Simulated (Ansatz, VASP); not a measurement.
## CdTe in VASP and in Ansatz

The input INCAR:

```
PREC = Accurate
ENCUT = 520
EDIFF = 1E-6
ISMEAR = 0
SIGMA = 0.01
LREAL = False
LASPH = True
NELM = 60
ALGO = Normal
ISIF = 2
LWAVE = False
LCHARG = False
GGA = PE
NBANDS = 16
```

KPOINTS

```
regular mesh
0
Gamma
  6 6 6
```

File POSCAR:

```
CdTe
1.0
    0.0000000000      3.3090599624      3.3090599624
    3.3090599624      0.0000000000      3.3090599624
    3.3090599624      3.3090599624      0.0000000000
Cd Te
1 1
Direct
    0.0000000000      0.0000000000      0.0000000000
    0.2500000000      0.2500000000      0.2500000000
```

Input for Ansatz:

```yaml
crystal:
  lattice:
    - [0.0, 3.3090599624, 3.3090599624]
    - [3.3090599624, 0.0, 3.3090599624]
    - [3.3090599624, 3.3090599624, 0.0]
  atoms:
    - { symbol: Cd, position: [0.0, 0.0, 0.0] }
    - { symbol: Te, position: [0.25, 0.25, 0.25] }
kpoints:
  mp_grid: { grid: [6, 6, 6] }
hamiltonian:
  xc: pbe
scf:
  occupations: { method: fixed }
  n_extra_bands: 4
output:
  forces: true
  stress: true
  eigenvalues: true
```

Alike in both runs: task single point; functional PBE; k mesh 6 × 6 × 6; no spin polarisation.

|  | VASP | Ansatz |
| --- | --- | --- |
| version | VASP 6.6.1 | Ansatz 0.2.0 |
| potentials or method | VASP PAW PBE potentials, release 64 (Cd, Te) | plane waves, PAW |
| plane-wave cutoff (eV) | 520 | 420 |
| occupations | gaussian, width 0.01 eV | fixed |
| valence electrons in the cell | 18 | 36 |

VASP gave:

- gap on the k mesh at the Fermi level (eV): 0.58
- pressure (GPa): 0.1

Question: Which values does Ansatz return?

Answer: gap on the k mesh at the Fermi level (eV): 0.58; pressure (GPa): 0.0.

VASP's potentials hold 18 valence electrons a cell and Ansatz's 36, so a difference there can come from the potentials and not from the codes.

Spin-orbit coupling is off throughout.
